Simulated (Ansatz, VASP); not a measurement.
**Two plane-wave programs on Si3N4**

INCAR

```
PREC = Accurate ; ENCUT = 600
EDIFF = 1E-7 ; ISMEAR = 0
SIGMA = 0.1 ; LREAL = False
LASPH = True ; NELM = 60
ALGO = Normal ; ISIF = 3
LWAVE = False ; LCHARG = False
GGA = PE ; IBRION = 2
NSW = 90 ; EDIFFG = -0.04
```

The input KPOINTS:

```
regular mesh
0
Gamma
  4 4 4
```

POSCAR

```
Si3N4
1.0
    4.0415235500      0.0000000000      0.0000000000
    0.0000000000      4.0415235500      0.0000000000
    0.0000000000      0.0000000000      4.0415235500
Si N
3 4
Direct
    0.0000000000      0.0000000000      0.5000000000
    0.5000000000      0.0000000000      0.0000000000
    0.0000000000      0.5000000000      0.0000000000
    0.2456870000      0.2456870000      0.7543130000
    0.7543130000      0.7543130000      0.7543130000
    0.2456870000      0.7543130000      0.2456870000
    0.7543130000      0.2456870000      0.2456870000
```

Input for Ansatz:

```yaml
crystal:
  lattice:
    - [4.04152355, 0.0, 0.0]
    - [0.0, 4.04152355, 0.0]
    - [0.0, 0.0, 4.04152355]
  atoms:
    - { symbol: Si, position: [0.0, 0.0, 0.5] }
    - { symbol: Si, position: [0.5, 0.0, 0.0] }
    - { symbol: Si, position: [0.0, 0.5, 0.0] }
    - { symbol: "N", position: [0.245687, 0.245687, 0.754313] }
    - { symbol: "N", position: [0.754313, 0.754313, 0.754313] }
    - { symbol: "N", position: [0.245687, 0.754313, 0.245687] }
    - { symbol: "N", position: [0.754313, 0.245687, 0.245687] }
basis:
  ecutwfc: 420
kpoints:
  mp_grid: { grid: [4, 4, 4] }
hamiltonian:
  xc: pbe
scf:
  occupations: { method: gaussian, width: 0.1 }
  lower_state_search: "off"
output:
  forces: true
  stress: true
  eigenvalues: true
relax:
  adjacent_minimum: "off"
  f_tol: 0.04
  max_steps: 70
  cell: { stress_tol: 0.4 }
```

Alike in both runs: task relaxation of cell and atoms; functional PBE; k mesh 4 × 4 × 4; occupations gaussian, width 0.1 eV; no spin polarisation.

|  | VASP | Ansatz |
| --- | --- | --- |
| version | VASP 6.6.1 | Ansatz 0.2.0 |
| potentials or method | VASP PAW PBE potentials, release 64 (Si, N), cutoff 600 eV | scalar-relativistic, plane waves, PAW |
| valence electrons in the cell | 32 | 32 |

|  | VASP | Ansatz | Ansatz less VASP |
| --- | --- | --- | --- |
| gap on the k mesh at the Fermi level, each at its own relaxed structure (eV) | 2.72 | 2.73 | +0.008 |
| relaxed volume (Å³/atom) | 10.06 | 10.07 | +0.006 |
| relaxed cell length with the largest relative difference (Å) | 4.130 | 4.131 | +0.0008 |
